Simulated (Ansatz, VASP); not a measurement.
Two plane-wave programs on HgTe

The input INCAR:

```
SYSTEM = HgTe
PREC = Accurate
ENCUT = 520
EDIFF = 1E-7
ISMEAR = 0
SIGMA = 0.15
LREAL = .FALSE.
LASPH = .TRUE.
NELM = 100
ALGO = Fast
ISIF = 2
LWAVE = .FALSE.
LCHARG = .TRUE.
GGA = PE
LELF = .TRUE.
LVHAR = .TRUE.
NBANDS = 26
```

KPOINTS

```
Automatic mesh
0
G
  12 12 10
  0 0 0
```

File POSCAR:

```
HgTe
1.0
    3.1315624476     -3.6720200184      0.0000000000
    3.1315624476      3.6720200184      0.0000000000
    0.0000000000      0.0000000000      5.2745886723
Hg Te
2 2
Direct
    0.3319444959      0.6680555041      0.7500000000
    0.6680555041      0.3319444959      0.2500000000
    0.7707545029      0.2292454971      0.7500000000
    0.2292454971      0.7707545029      0.2500000000
```

Input for Ansatz:

```yaml
crystal:
  lattice:
    - [3.1315624476, -3.6720200184, 0.0]
    - [3.1315624476, 3.6720200184, 0.0]
    - [0.0, 0.0, 5.2745886723]
  atoms:
    - { symbol: Hg, position: [0.3319444959, 0.6680555041, 0.75] }
    - { symbol: Hg, position: [0.6680555041, 0.3319444959, 0.25] }
    - { symbol: Te, position: [0.7707545029, 0.2292454971, 0.75] }
    - { symbol: Te, position: [0.2292454971, 0.7707545029, 0.25] }
basis:
  ecutwfc: 420
kpoints:
  mp_grid: { grid: [12, 12, 10] }
hamiltonian:
  xc: pbe
scf:
  occupations: { method: gaussian, width: 0.15 }
output:
  forces: true
  stress: true
  eigenvalues: true
```

Alike in both runs: task single point; functional PBE; k mesh 12 × 12 × 10; occupations gaussian, width 0.15 eV; no spin polarisation.

```csv
,VASP,Ansatz
version,VASP 6.6.1,Ansatz 0.2.0
potentials or method,"VASP PAW PBE potentials, release 64 (Hg, Te), cutoff 520 eV","scalar-relativistic, plane waves, PAW"
valence electrons in the cell,36,72
```

Ansatz gave:

- gap on the k mesh at the Fermi level (eV): none
- pressure (GPa): 3.7
- traceless stress, the component that is largest in VASP (GPa): 6.73
- rms of the force components (eV/Å): 0.267

**Question.** What did VASP give for the same quantities?

**Answer.** gap on the k mesh at the Fermi level (eV): none; pressure (GPa): 3.8; traceless stress, the component that is largest in VASP (GPa): 6.92; rms of the force components (eV/Å): 0.276.

Atom by atom the forces differ by 0.009 eV/Å (rms over components). A gap of «none» marks a metal or a gap that the smearing closes. VASP's potentials hold 36 valence electrons a cell and Ansatz's 72, so a difference there can come from the potentials and not from the codes.

Neither program's run includes spin-orbit coupling.
